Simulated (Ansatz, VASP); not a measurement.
# Two plane-wave programs on VN

```
V N
1.0
     0.00000    2.02141    2.02141
     2.02141    0.00000    2.02141
     2.02141    2.02141    0.00000
V N
1 1
Direct
  0.00000 0.00000 0.00000
  0.50000 0.50000 0.50000
```

Alike in both runs: functional LDA; k mesh 8 × 8 × 8; occupations gaussian, width 0.1 eV; no spin polarisation.

Ansatz relaxed the structure, and its values are those at the end. VASP's run is a single point on that final structure, the one shown.

|  | VASP | Ansatz |
| --- | --- | --- |
| version | VASP 6.6.1 | Ansatz 0.2.0 |
| potentials or method | VASP PAW LDA potentials, release 64 (V_sv, N), cutoff 600 eV | scalar-relativistic, plane waves, PAW |
| valence electrons in the cell | 18 | 18 |

|  | VASP | Ansatz | Ansatz less VASP |
| --- | --- | --- | --- |
| gap on the k mesh at the Fermi level (eV) | none | none | - |
| pressure (GPa) | 1.1 | 0.0 | -1.10 |

Ansatz warns that its potentials were made for another functional, while VASP's fit it. LDA's correlation is that of Perdew and Zunger in VASP and of Perdew and Wang (1992) in Ansatz. A gap of «none» marks a metal or a gap that the smearing closes.
